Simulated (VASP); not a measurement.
Pd: single point with PBE

The system is Pd.

```xyz
1
Lattice="0.0000 1.9465 1.9465 1.9465 0.0000 1.9465 1.9465 1.9465 0.0000" Properties=species:S:1:pos:R:3 pbc="T T T"
Pd    0.0000    0.0000    0.0000
```

```yaml
Program: VASP 6.6.1
Task: single point
Functional: PBE
Potentials_or_basis: VASP PAW PBE potentials, release 64 (Pd)
Cutoff: 520 eV
k_mesh: 17 × 17 × 17
Occupations: fermi-dirac, width 0.08 eV
Spin: collinear spin
Starting_moments: "[0.8] μB"
Fixed_moment: 0.8 μB
```

```yaml
Pressure: 9.1 GPa
Net_moment: 0.80 μB per cell
Site_moments: Pd +0.78 μB
Valence_electrons_inside_the_program's_atomic_spheres: Pd 9.43
```

Wall time 73 s on 1 thread of Intel Xeon 8259CL (shared host), peak memory 0.17 GiB.

Caveat: the cell stands under pressure; the total moment is fixed, so each spin has its own Fermi level.
